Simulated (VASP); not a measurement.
# GaW (P6_3mc) in VASP: further runs

The runs below take GaW through single point, relaxation of cell and atoms, with PBE.

All numbers are computed with VASP 6.6.1; they aren't measurements. Logs are shortened: lines on timing, memory, paths and dates and some standing lists are left out, and cuts for length are marked.

### Step 1. The cell of the first run

It takes space group P6_3mc (No. 186, hexagonal). The conventional cell has a = 3.763 Å, b = 3.763 Å, c = 6.026 Å, α = 90.00°, β = 90.00°, γ = 120.00°. Ga (site symmetry 3m) has 4 W at 2.29 to 2.30 Å within 3.0 Å. W (site symmetry 3m) has 4 Ga at 2.29 to 2.30 Å within 3.0 Å.

### Step 2. Single point, PBE

The input, INCAR:

```
SYSTEM = GaW
ALGO     = Normal         ! electronic algorithm
EDIFF    = 1E-6           ! SCF threshold, eV
ENCUT    = 520            ! plane-wave cutoff, eV
GGA      = PE             ! functional
ISIF     = 2              ! what is computed and relaxed
ISMEAR   = 0              ! smearing method
LASPH    = .True.         ! aspherical terms in the spheres
LCHARG   = .False.        ! write CHGCAR
LREAL    = .False.        ! projectors in reciprocal space
LWAVE    = .False.        ! write WAVECAR
NBANDS   = 35             ! bands
NELM     = 80             ! most SCF steps
PREC     = Accurate       ! precision mode
SIGMA    = 0.1            ! smearing width, eV
```

The input, KPOINTS:

```
k-points
0
Gamma
  6 6 4
  0 0 0
```

The input, POSCAR:

```
GaW
1.0
    3.7627726962      0.0000000000      0.0000000000
   -1.8813863480      3.2586567435      0.0000000000
    0.0000000000      0.0000000000      6.0259507128
Ga W
2 2
Direct
    0.3333333333      0.6666666667      0.0000000000
    0.6666666667      0.3333333333      0.5000000000
    0.3333333333      0.6666666667      0.3821000000
    0.6666666667      0.3333333333      0.8821000000
```

Potentials or basis: VASP PAW PBE potentials, release 64 (Ga_d, W_sv).

Run with:

```bash
> cat potpaw_PBE.64/Ga_d/POTCAR potpaw_PBE.64/W_sv/POTCAR > POTCAR
> mpirun -np 1 vasp_std > vasp.out
```

OUTCAR:

```text
SYSTEM = GaW
   EDIFF = 1E-6
   ENCUT = 520
   GGA = PE
   ISIF = 2
   ISMEAR = 0
   LASPH = .True.
   LREAL = .False.
   NELM = 80
   PREC = Accurate

 ion  position               nearest neighbor table
   1  0.333  0.667  0.000-   4 2.29   4 2.29   4 2.29   3 2.30
   2  0.667  0.333  0.500-   3 2.29   3 2.29   3 2.29   4 2.30
   3  0.333  0.667  0.382-   2 2.29   2 2.29   2 2.29   1 2.30
   4  0.667  0.333  0.882-   1 2.29   1 2.29   1 2.29   2 2.30

  LATTYP: Found a hexagonal cell.
 ALAT       =     3.7627726962
 C/A-ratio  =     1.6014655147

  Lattice vectors:

 A1 = (   3.7627726962,   0.0000000000,   0.0000000000)
 A2 = (  -1.8813863480,   3.2586567435,   0.0000000000)
 A3 = (   0.0000000000,   0.0000000000,   6.0259507128)

Analysis of symmetry for initial positions (statically):
=====================================================================
 Subroutine PRICEL returns:
 Original cell was already a primitive cell.

 Routine SETGRP: Setting up the symmetry group for a
 hexagonal supercell.

 Subroutine GETGRP returns: Found 12 space group operations
 (whereof  6 operations were pure point group operations)
 out of a pool of 24 trial point group operations.

The static configuration has the point symmetry C_3v.
 The point group associated with its full space group is C_6v.

Analysis of symmetry for dynamics (positions and initial velocities):
=====================================================================
 Subroutine PRICEL returns:
 Original cell was already a primitive cell.

 Routine SETGRP: Setting up the symmetry group for a
 hexagonal supercell.

 Subroutine GETGRP returns: Found 12 space group operations
 (whereof  6 operations were pure point group operations)
 out of a pool of 24 trial point group operations.

The dynamic configuration has the point symmetry C_3v.
 The point group associated with its full space group is C_6v.

 Subroutine INISYM returns: Found 12 space group operations
 (whereof  6 operations are pure point group operations),
 and found     1 'primitive' translations

----------------------------------------------------------------------------------------

                                     Primitive cell

  volume of cell :      73.8877

  direct lattice vectors                    reciprocal lattice vectors
     3.762772696  0.000000000  0.000000000     0.265761469  0.153437456  0.000000000
    -1.881386348  3.258656744  0.000000000     0.000000000  0.306874912  0.000000000
     0.000000000  0.000000000  6.025950713     0.000000000  0.000000000  0.165948918

  length of vectors
     3.762772696  3.762772696  6.025950713     0.306874912  0.306874912  0.165948918

  position of ions in fractional coordinates (direct lattice)
     0.333333333  0.666666667  0.000000000
     0.666666667  0.333333333  0.500000000
     0.333333333  0.666666667  0.382100000
     0.666666667  0.333333333  0.882100000

  ion indices of the primitive-cell ions
   primitive index   ion index
                 1           1
                 2           2
                 3           3
                 4           4

----------------------------------------------------------------------------------------

 KPOINTS: k-points

Automatic generation of k-mesh.
 Grid dimensions read from file:
 generate k-points for:    6    6    4

 Generating k-lattice:

  Cartesian coordinates                     Fractional coordinates (reciprocal lattice)
     0.044293578  0.025572909  0.000000000     0.166666667  0.000000000  0.000000000
     0.000000000  0.051145819  0.000000000     0.000000000  0.166666667  0.000000000
     0.000000000  0.000000000  0.041487229     0.000000000  0.000000000  0.250000000

  Length of vectors
     0.051145819  0.051145819  0.041487229

  Shift w.r.t. Gamma in fractional coordinates (k-lattice)
     0.000000000  0.000000000  0.000000000

 Subroutine IBZKPT returns following result:
 ===========================================

 Found     21 irreducible k-points:

 Following reciprocal coordinates:
            Coordinates               Weight
  0.000000  0.000000  0.000000      1.000000
  0.166667 -0.000000  0.000000      6.000000
  0.333333  0.000000  0.000000      6.000000
  0.500000 -0.000000  0.000000      3.000000
  0.166667  0.166667  0.000000      6.000000
  0.333333  0.166667  0.000000     12.000000
[... 13 lines left out ...]
  0.333333  0.166667  0.500000     12.000000
  0.333333  0.333333  0.500000      2.000000
   k-points           NKPTS =     21   k-points in BZ     NKDIM =     21   number of bands    NBANDS=     35
   number of dos      NEDOS =    301   number of ions     NIONS =      4
   total plane-waves  NPLWV =  37632
   dimension x,y,z NGX =    28 NGY =   28 NGZ =   48
   dimension x,y,z NGXF=    56 NGYF=   56 NGZF=   96
   ions per type =               2   2
   NGX,Y,Z   is equivalent  to a cutoff of  12.37, 12.37, 13.24 a.u.
   NGXF,Y,Z  is equivalent  to a cutoff of  24.74, 24.74, 26.48 a.u.
 SYSTEM =  GaW
   PREC   = accura    normal or accurate (medium, high low for compatibility)
   ISTART =      0    job   : 0-new  1-cont  2-samecut
   ICHARG =      2    charge: 1-file 2-atom 10-const
   ISPIN  =      1    spin polarized calculation?
   LNONCOLLINEAR =      F non collinear calculations
   LSORBIT =      F    spin-orbit coupling
   LASPH  =      T    aspherical Exc in radial PAW
   ENCUT  =  520.0 eV  38.22 Ry    6.18 a.u.   7.00  7.00 11.20*2*pi/ulx,y,z
   NELM   =     80;   NELMIN=  2; NELMDL= -5     # of ELM steps
   EDIFF  = 0.1E-05   stopping-criterion for ELM
   LREAL  =      F    real-space projection
   EDIFFG = 0.1E-04   stopping-criterion for IOM
   NSW    =      0    number of steps for IOM
   IBRION =     -1    ionic relax: 0-MD 1-quasi-New 2-CG
   NFREE  =      0    steps in history (QN), initial steepest desc. (CG)
   ISIF   =      2    stress and relaxation
   ISYM   =      2    0-nonsym 1-usesym 2-fastsym
   POTIM  = 0.5000    time-step for ionic-motion
   TEBEG  =    0.0;   TEEND  =   0.0 temperature during run
   PSTRESS=    0.0 pullay stress
   NELECT =      54.0000    total number of electrons
   NUPDOWN=      -1.0000    fix difference up-down
   EMIN   =  10.00;   EMAX   =-10.00  energy-range for DOS
[... 5 lines left out ...]
     AMIX     =   0.40;   BMIX     =  1.00
     AMIX_MAG =   1.60;   BMIX_MAG =  1.00
  volume/ion in A,a.u.               =      18.47       124.65
  Fermi-wavevector in a.u.,A,eV,Ry     =   1.474626  2.786640 29.586185  2.174523
  Thomas-Fermi vector in A             =   2.589375
   LORBIT       =      0    0 simple, 1 ext, 2 COOP (PROOUT), +10 PAW based schemes
   GGA     = PE    functional components
   LHFCALC =     F    Hartree Fock is set to
[... 5 lines left out ...]
 Gauss-broadening in eV      SIGMA  =   0.10
  energy-cutoff  :      520.00
  volume of cell :       73.89
 maximum number of plane-waves:      2001
 NGX is ok and might be reduce to    28
   NGX = 13   NGY = 13   NGZ = 23

 number of electron      54.0000007 magnetization

 Free energy of the ion-electron system (eV)
  ---------------------------------------------------
  ext. energy  EPLUGINS =         0.00000000
  ---------------------------------------------------
  free energy    TOTEN  =       -21.76712391 eV

  energy without entropy =      -21.74609316  energy(sigma->0) =      -21.75660853

 E-fermi :   6.8358     XC(G=0): -11.6387

 val. band max:        6.8009748364   @ k =   0.5000  -0.0000   0.0000
 cond. band min:       6.8370514161   @ k =   0.3333   0.1667   0.0000
 fundamental gap:      0.0360765797
 Fermi energy:         6.8358333888

 k-point     1 :       0.0000    0.0000    0.0000
  band No.  band energies     occupation
      1     -67.0724      2.00000
      2     -67.0691      2.00000
      3     -31.4582      2.00000
      4     -31.3888      2.00000
      5     -31.3888      2.00000
      6     -31.3821      2.00000
[... 27 lines left out ...]
     34      14.0585      0.00000
     35      14.7628      0.00000

 k-point     2 :       0.1667   -0.0000    0.0000
  band No.  band energies     occupation
      1     -67.0718      2.00000
      2     -67.0687      2.00000
      3     -31.4522      2.00000
      4     -31.4013      2.00000
      5     -31.3923      2.00000
      6     -31.3906      2.00000
[... 27 lines left out ...]
     34      14.8303      0.00000
     35      15.0744      0.00000

 k-point     3 :       0.3333    0.0000    0.0000
  band No.  band energies     occupation
      1     -67.0703      2.00000
      2     -67.0683      2.00000
      3     -31.4389      2.00000
      4     -31.4251      2.00000
      5     -31.4170      2.00000
      6     -31.3992      2.00000
[... 27 lines left out ...]
     34      11.2006      0.00000
     35      14.1205      0.00000

 k-point     4 :       0.5000   -0.0000    0.0000
  band No.  band energies     occupation
      1     -67.0693      2.00000
      2     -67.0682      2.00000
      3     -31.4414      2.00000
      4     -31.4302      2.00000
      5     -31.4244      2.00000
      6     -31.4026      2.00000
[... 27 lines left out ...]
     34       9.9959      0.00000
     35      13.2233      0.00000

 k-point     5 :       0.1667    0.1667    0.0000
  band No.  band energies     occupation
      1     -67.0706      2.00000
      2     -67.0684      2.00000
      3     -31.4421      2.00000
      4     -31.4156      2.00000
      5     -31.4119      2.00000
      6     -31.3971      2.00000
[... 524 lines left out ...]
 k-point    19 :       0.1667    0.1667    0.5000
  band No.  band energies     occupation
      1     -67.0695      2.00000
      2     -67.0695      2.00000
      3     -31.4325      2.00000
      4     -31.4325      2.00000
      5     -31.3984      2.00000
      6     -31.3984      2.00000
[... 27 lines left out ...]
     34      12.1377      0.00000
     35      13.3165      0.00000

 k-point    20 :       0.3333    0.1667    0.5000
  band No.  band energies     occupation
      1     -67.0688      2.00000
      2     -67.0688      2.00000
      3     -31.4441      2.00000
      4     -31.4441      2.00000
      5     -31.4051      2.00000
      6     -31.4051      2.00000
[... 27 lines left out ...]
     34      10.8442      0.00000
     35      12.6994      0.00000

 k-point    21 :       0.3333    0.3333    0.5000
  band No.  band energies     occupation
      1     -67.0685      2.00000
      2     -67.0685      2.00000
      3     -31.4422      2.00000
      4     -31.4422      2.00000
      5     -31.4142      2.00000
      6     -31.4142      2.00000
[... 27 lines left out ...]
     34       9.6117      0.00000
     35      12.7749      0.00000

------------------------ aborting loop because EDIFF is reached ----------------------------------------

  FORCE on cell =-STRESS in cart. coord.  units (eV):
  Direction    XX          YY          ZZ          XY          YZ          ZX
  --------------------------------------------------------------------------------------
  -------------------------------------------------------------------------------------
  Total       17.4730331     17.4730331     12.6649997      0.0000000      0.0000000     -0.0000000
  in kB      378.8843845    378.8843845    274.6272270      0.0000000      0.0000000     -0.0000000
  external PRESSURE =     344.1319987 kB  Pullay stress =       0.0000000 kB

 VOLUME and BASIS-vectors are now :
 -----------------------------------------------------------------------------
  energy-cutoff  :      520.00
  volume of cell :       73.89
      direct lattice vectors                 reciprocal lattice vectors
     3.762772696  0.000000000  0.000000000     0.265761469  0.153437456  0.000000000
    -1.881386348  3.258656744  0.000000000     0.000000000  0.306874912  0.000000000
     0.000000000  0.000000000  6.025950713     0.000000000  0.000000000  0.165948918

 POSITION                                       TOTAL-FORCE (eV/Angst)
 -----------------------------------------------------------------------------------
     -0.00000      2.17244      0.00000        -0.000000      0.000000     -0.108831
      1.88139      1.08622      3.01298        -0.000000      0.000000     -0.108831
     -0.00000      2.17244      2.30252        -0.000000      0.000000      0.108831
      1.88139      1.08622      5.31549         0.000000     -0.000000      0.108831
 -----------------------------------------------------------------------------------
    total drift:                               -0.000000      0.000000     -0.000589

  FREE ENERGIE OF THE ION-ELECTRON SYSTEM (eV)
  ---------------------------------------------------
  free  energy   TOTEN  =       -21.7671239128 eV

  energy  without entropy=      -21.7460931555  energy(sigma->0) =      -21.75660853
```

It took 1.8 min on 1 thread of Oxide Virtual Turin-like, shared host; peak memory 0.17 GiB.

Results:

* Free energy: -21.7671 eV
* Pressure: 34.4 GPa
* Largest force: 0.109 eV/Å
* Band gap on the k mesh: zero (band 27 reaches 7.61 eV, above the bottom of band 28 at 6.40 eV)

Forces in eV/Å, atoms in the order of the input:
```
Ga   0.000  0.000 -0.109
Ga   0.000  0.000 -0.109
W    0.000  0.000  0.109
W    0.000  0.000  0.109
```

Caveat: spin-orbit coupling is left out, which moves the levels of the heavy elements.

### Step 3. Relaxation of cell and atoms, PBE

The input, INCAR:

```
SYSTEM = GaW
PREC = Accurate ; ENCUT = 600
EDIFF = 1E-6 ; ISMEAR = 0
SIGMA = 0.1 ; LREAL = .False.
LASPH = .True. ; NELM = 80
ALGO = Normal ; ISIF = 3
LWAVE = .False. ; LCHARG = .False.
GGA = PE ; IBRION = 2
NSW = 90 ; EDIFFG = -0.04
```

The input, KPOINTS:

```
regular mesh
0
Gamma
  6 6 4
  0 0 0
```

POSCAR is that of step 2.

Potentials or basis: VASP PAW PBE potentials, release 64 (Ga_d, W_sv).

Run with:

```bash
> cat potpaw_PBE.64/Ga_d/POTCAR potpaw_PBE.64/W_sv/POTCAR > POTCAR
> mpirun -np 1 vasp_std > vasp.out
```

Run time: 21 min. Hardware: 1 thread of Oxide Virtual Turin-like, shared host; peak memory 0.2 GiB.

Results (log left out):

```yaml
Free_energy: -26.6030 eV
Relaxed_volume: 20.83 Å³/atom
Relaxed_cell: a = 4.382 Å, b = 4.382 Å, c = 5.009 Å, α = 90.00°, β = 90.00°, γ = 120.00°
Space_group_after_relaxing_to_0.05_Å: P6_3/mmc (No. 194)
Energy_gained_by_relaxing: 1208.9 meV/atom
Ionic_steps: 23
Pressure_after_relaxing: -0.1 GPa
Largest_force_after_relaxing: 0.022 eV/Å
Band_gap_on_the_k_mesh: zero (band 27 reaches 6.43 eV, above the bottom of band 28 at 5.25 eV)
```

Forces on the atoms (eV/Å):
```
Ga   0.000  0.000  0.022
Ga   0.000  0.000  0.022
W    0.000  0.000 -0.022
W    0.000  0.000 -0.022
```

Stress tensor (GPa, compression positive):
```
-0.02  0.00  0.00
 0.00 -0.02  0.00
 0.00  0.00 -0.17
```

Step by step:
```tsv
step	energy change (eV)	largest force (eV/Å)	pressure (GPa)	volume (Å³)
1	0.0000	0.1091	34.47	73.89
2	-0.0469	0.3214	-13.28	124.96
3	-1.7410	0.5406	-1.27	94.72
4	-1.7445	0.5391	-0.50	93.90
5	-1.7448	0.5379	-0.06	93.47
6	-1.8308	0.5379	-0.54	93.46
7	-2.2218	0.6333	-2.41	93.27
8	-3.6166	1.2211	-7.53	92.16
9	0.2408	12.5708	21.39	86.81
10	-3.6579	2.0980	-6.68	91.76
11	-4.5836	0.5417	-6.13	89.71
12	-4.5781	0.9642	-6.93	90.01
13	-4.5872	0.7680	-6.53	89.86
14	-4.6076	0.4569	-5.99	89.45
15	-4.6109	0.2606	-5.62	89.20
16	-4.6394	0.2382	-5.37	88.80
17	-4.7143	0.1719	-4.51	87.61
18	-4.8125	0.0465	-2.34	85.23
19	-4.7599	0.1727	3.75	80.55
20	-4.8350	0.0335	-0.55	83.64
21	-4.8352	0.0396	-0.40	83.52
22	-4.8356	0.0312	-0.25	83.42
23	-4.8358	0.0224	-0.07	83.31
```

Final structure:
```
Ga W
1.0
     4.38241    0.00000    0.00000
    -2.19121    3.79528    0.00000
     0.00000    0.00000    5.00881
Ga W
2 2
Direct
  0.33333 0.66667 0.94091
  0.66667 0.33333 0.44091
  0.33333 0.66667 0.44119
  0.66667 0.33333 0.94119
```

Levels at points of the mesh, in eV from the Fermi level:
| k point | band 24 | band 25 | band 26 | band 27 | band 28 | band 29 | band 30 | band 31 |
| --- | --- | --- | --- | --- | --- | --- | --- | --- |
| (0.00, 0.00, 0.00) | -1.99 | -1.56 | -0.92 | -0.92 | 0.26 | 1.00 | 1.00 | 2.89 |
| (0.50, 0.00, 0.00) | -1.39 | -1.29 | -1.17 | -0.23 | -0.01 | 0.77 | 0.99 | 1.59 |
| (0.00, 0.00, 0.50) | -2.61 | -2.47 | -2.47 | 0.82 | 0.82 | 0.82 | 0.82 | 4.74 |
| (0.50, 0.00, 0.50) | -1.82 | -1.74 | -1.74 | 0.11 | 0.11 | 0.47 | 0.47 | 1.83 |

Caveat: spin-orbit coupling is left out, which moves the levels of the heavy elements.
